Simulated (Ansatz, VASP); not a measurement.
Two plane-wave programs on SiC

```
Si C
1.0
     3.04253    0.00000    0.00000
    -1.52127    2.63491    0.00000
     0.00000    0.00000   14.91283
Si C
6 6
Direct
  0.00000 0.00000 0.12505
  0.00000 0.00000 0.62505
  0.33333 0.66667 0.29183
  0.66667 0.33333 0.79183
  0.33333 0.66667 0.95832
  0.66667 0.33333 0.45832
  0.00000 0.00000 0.99967
  0.00000 0.00000 0.49967
  0.33333 0.66667 0.16683
  0.66667 0.33333 0.66683
  0.33333 0.66667 0.83331
  0.66667 0.33333 0.33331
```

Change from the starting cell: volume scaled by 0.95, ions relaxed.

Alike in both runs: functional PBE; k mesh 10 × 10 × 2; occupations fermi-dirac, width 0.02 eV; no spin polarisation.

Ansatz relaxed the structure, and its values are those at the end. VASP's run is a single point on that final structure, the one shown.

|  | VASP | Ansatz |
| --- | --- | --- |
| version | VASP 6.6.1 | Ansatz 0.2.0 |
| potentials or method | VASP PAW PBE potentials, release 64 (Si, C) | plane-wave PAW, scalar-relativistic |
| plane-wave cutoff (eV) | 520 | 420 |
| valence electrons in the cell | 48 | 48 |

VASP gave:

```
gap on the k mesh at the Fermi level (eV) : 2.02
pressure (GPa)                            : 12.3
rms of the force components (eV/Å)        : 0.006
```

Q: Estimate Ansatz's values.

A: gap on the k mesh at the Fermi level (eV): 2.02; pressure (GPa): 12.4; rms of the force components (eV/Å): 0.006.

Ansatz's warnings: stress scf threshold loose.
